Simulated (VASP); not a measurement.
# BaTiO3 in VASP: a series of runs, part 2 of 2

VASP 6.6.1.

## 4. Single point, r2SCAN (12.20 Å³/atom)

This run uses another cell than the first one, of 12.20 Å³/atom.

File POSCAR:

```
BaTiO3
1.0
    3.9294906726      0.0000000000      0.0000000000
    0.0000000000      3.9294906726      0.0000000000
    0.0000000000      0.0000000000      3.9505716409
Ba Ti O
1 1 3
Direct
    0.0000000000      0.0000000000      0.0044335234
    0.5000000000      0.5000000000      0.4946305498
    0.5000000000      0.5000000000      0.0176437675
    0.5000000000      0.0000000000      0.5131460797
    0.0000000000      0.5000000000      0.5131460797
```

File INCAR.step1:

```
SYSTEM = BaTiO3
PREC = Accurate ; ENCUT = 520
ISMEAR = 0 ; SIGMA = 0.02
LREAL = .FALSE. ; LASPH = .TRUE.
NELM = 60 ; NBANDS = 28
GGA = PE ; ALGO = Normal
EDIFF = 1E-4 ; LWAVE = .TRUE.
LCHARG = .FALSE.
```

File INCAR.step2:

```
SYSTEM = BaTiO3
PREC = Accurate ; ENCUT = 520
EDIFF = 1E-6 ; ISMEAR = 0
SIGMA = 0.02 ; LREAL = .FALSE.
LASPH = .TRUE. ; NELM = 60
ALGO = Normal ; ISIF = 2
LWAVE = .FALSE. ; LCHARG = .FALSE.
METAGGA = R2SCAN ; LMIXTAU = .TRUE.
NBANDS = 28 ; ISTART = 1
```

File KPOINTS:

```
Automatic mesh
0
G
  8 8 8
  0 0 0
```

Potentials or basis: VASP PAW PBE potentials, release 64 (Ba_sv, Ti_sv, O).

On the command line:

```
$ cat potpaw_PBE.64/Ba_sv/POTCAR potpaw_PBE.64/Ti_sv/POTCAR potpaw_PBE.64/O/POTCAR > POTCAR
$ cp INCAR.step1 INCAR
$ mpirun -np 1 vasp_std > vasp.out
$ cp INCAR.step2 INCAR
$ mpirun -np 1 vasp_std > vasp.out
```

OUTCAR:

```text
SYSTEM = BaTiO3
   PREC = Accurate
   ENCUT = 520
   EDIFF = 1E-6
   ISMEAR = 0
   LREAL = .FALSE.
   LASPH = .TRUE.
   NELM = 60
   ISIF = 2
   METAGGA = R2SCAN
   ISTART = 1

 ion  position               nearest neighbor table
   1  0.000  0.000  0.004-   4 2.76   5 2.76   5 2.76   4 2.76   3 2.78   3 2.78   3 2.78   3 2.78
                             4 2.81   5 2.81   5 2.81   4 2.81   2 3.39   2 3.39   2 3.39   2 3.39
   2  0.500  0.500  0.495-   3 1.88   4 1.97   5 1.97   4 1.97   5 1.97   3 2.07   1 3.39   1 3.39
                             1 3.39   1 3.39   1 3.43   1 3.43   1 3.43   1 3.43
   3  0.500  0.500  0.018-   2 1.88   2 2.07   1 2.78   1 2.78   1 2.78   1 2.78
   4  0.500  0.000  0.513-   2 1.97   2 1.97   1 2.76   1 2.76   1 2.81   1 2.81
   5  0.000  0.500  0.513-   2 1.97   2 1.97   1 2.76   1 2.76   1 2.81   1 2.81

  LATTYP: Found a simple tetragonal cell.
 ALAT       =     3.9294906726
 C/A-ratio  =     1.0053648093

  Lattice vectors:

 A1 = (   3.9294906726,   0.0000000000,   0.0000000000)
 A2 = (   0.0000000000,   3.9294906726,   0.0000000000)
 A3 = (   0.0000000000,   0.0000000000,   3.9505716409)
[... 176 lines left out ...]
  ext. energy  EPLUGINS =         0.00000000
  ---------------------------------------------------
  free energy    TOTEN  =       -74.11743277 eV

  energy without entropy =      -74.11743277  energy(sigma->0) =      -74.11743277

 E-fermi :   4.1715     XC(G=0): -12.2028

 val. band max:        3.9541538597   @ k =   0.5000   0.5000   0.5000
 cond. band min:       6.2252321299   @ k =   0.0000   0.0000   0.0000
 fundamental gap:      2.2710782702
 Fermi energy:         4.1714675299

 k-point     1 :       0.0000    0.0000    0.0000
  band No.  band energies     occupation
      1     -54.6634      2.00000
      2     -29.8759      2.00000
      3     -29.8543      2.00000
      4     -29.8543      2.00000
      5     -21.4494      2.00000
      6     -14.0376      2.00000
[... 733 lines left out ...]
     27      12.8126      0.00000
     28      13.6986      0.00000

 [... further k-points ...]
[... 5 lines left out ...]
  --------------------------------------------------------------------------------------
  -------------------------------------------------------------------------------------
  Total        4.4083950      4.4083950      4.4310998      0.0000000      0.0000000      0.0000000
  in kB      115.7866845    115.7866845    116.3830262      0.0000000      0.0000000      0.0000000
  external PRESSURE =     115.9854651 kB  Pullay stress =       0.0000000 kB

 VOLUME and BASIS-vectors are now :
 -----------------------------------------------------------------------------
  energy-cutoff  :      520.00
  volume of cell :       61.00
      direct lattice vectors                 reciprocal lattice vectors
     3.929490673  0.000000000  0.000000000     0.254485908  0.000000000  0.000000000
     0.000000000  3.929490673  0.000000000     0.000000000  0.254485908  0.000000000
     0.000000000  0.000000000  3.950571641     0.000000000  0.000000000  0.253127924

 POSITION                                       TOTAL-FORCE (eV/Angst)
 -----------------------------------------------------------------------------------
      0.00000      0.00000      0.01751         0.000000      0.000000      0.015522
      1.96475      1.96475      1.95407         0.000000     -0.000000      0.080688
      1.96475      1.96475      0.06970         0.000000     -0.000000     -0.078511
      1.96475      0.00000      2.02722         0.000000      0.000000     -0.008850
      0.00000      1.96475      2.02722        -0.000000      0.000000     -0.008850
 -----------------------------------------------------------------------------------
    total drift:                                0.000000      0.000000     -0.005253

  FREE ENERGIE OF THE ION-ELECTRON SYSTEM (eV)
  ---------------------------------------------------
  free  energy   TOTEN  =       -74.1174327745 eV

  energy  without entropy=      -74.1174327745  energy(sigma->0) =      -74.11743277
```

OSZICAR.step1:

```text
N       E                     dE             d eps       ncg     rms          rms(c)
DAV:   1     0.445624017729E+03    0.44562E+03   -0.21048E+04  4200   0.158E+03
DAV:   2    -0.385546131031E+01   -0.44948E+03   -0.42787E+03  4812   0.437E+02
DAV:   3    -0.482400764010E+02   -0.44385E+02   -0.43972E+02  5796   0.136E+02
DAV:   4    -0.504627301173E+02   -0.22227E+01   -0.22185E+01  6304   0.254E+01
DAV:   5    -0.505224876873E+02   -0.59758E-01   -0.59747E-01  5644   0.345E+00    0.243E+01
DAV:   6    -0.398510176085E+02    0.10671E+02   -0.55274E+01  5768   0.689E+01    0.982E+00
DAV:   7    -0.398965467087E+02   -0.45529E-01   -0.87447E+00  5512   0.218E+01    0.718E+00
DAV:   8    -0.397747426697E+02    0.12180E+00   -0.70055E-01  5204   0.792E+00    0.306E+00
DAV:   9    -0.398092992394E+02   -0.34557E-01   -0.21477E-01  5656   0.323E+00    0.117E+00
DAV:  10    -0.397947128178E+02    0.14586E-01   -0.84449E-02  5072   0.297E+00    0.281E-01
DAV:  11    -0.397943727867E+02    0.34003E-03   -0.30661E-03  5464   0.418E-01    0.525E-02
DAV:  12    -0.397943382559E+02    0.34531E-04   -0.17503E-04  3840   0.108E-01
   1 F= -.39794338E+02 E0= -.39794338E+02  d E =-.224237E-41
```

It took 3.7 min on 1 thread of Intel Xeon 6975P-C (Granite Rapids), shared host; peak memory 0.26 GiB.

Results:

| Quantity | Value |
| --- | --- |
| Free energy | -74.1174 eV |
| Pressure | 11.6 GPa |
| Largest force | 0.081 eV/Å |
| Band gap on the k mesh | 2.27 eV (least direct gap 2.47 eV) |

Forces on the atoms (eV/Å):
```
Ba   0.000  0.000  0.016
Ti   0.000  0.000  0.081
O    0.000  0.000 -0.079
O    0.000  0.000 -0.009
O    0.000  0.000 -0.009
```

Caveat: the cell stands under pressure; the PAW data sets were made with another functional, which shifts forces and pressure a little; spin-orbit coupling is left out, which moves the levels of the heavy elements. A k mesh can miss the band edges.

## 5. Summary

| cell | gap on the mesh (eV) | pressure (GPa) | largest force (eV/Å) |
| --- | --- | --- | --- |
| a = 3.851 Å, 5 atoms, atomic positions A | 2.40 | 28.3 | - |
| a = 3.894, b = 3.894, c = 3.895 Å, 5 atoms, atomic positions B | 2.33 | 18.9 | 0.01 |
| a = 3.929, b = 3.929, c = 3.951 Å, 5 atoms, atomic positions C | 2.27 | 11.6 | 0.08 |

Alike in all rows: task single point; level r2SCAN; potentials or basis VASP PAW PBE potentials, release 64 (Ba_sv, Ti_sv, O); no spin polarisation; k mesh 8 × 8 × 8; cutoff (eV) 520; smearing gaussian 0.02 eV.

Caveats: the cell stands under pressure; the PAW data sets were made with another functional, which shifts forces and pressure a little; spin-orbit coupling is left out, which moves the levels of the heavy elements.

Total energies depend on the potentials used, so only differences within one code and one set of settings carry meaning.
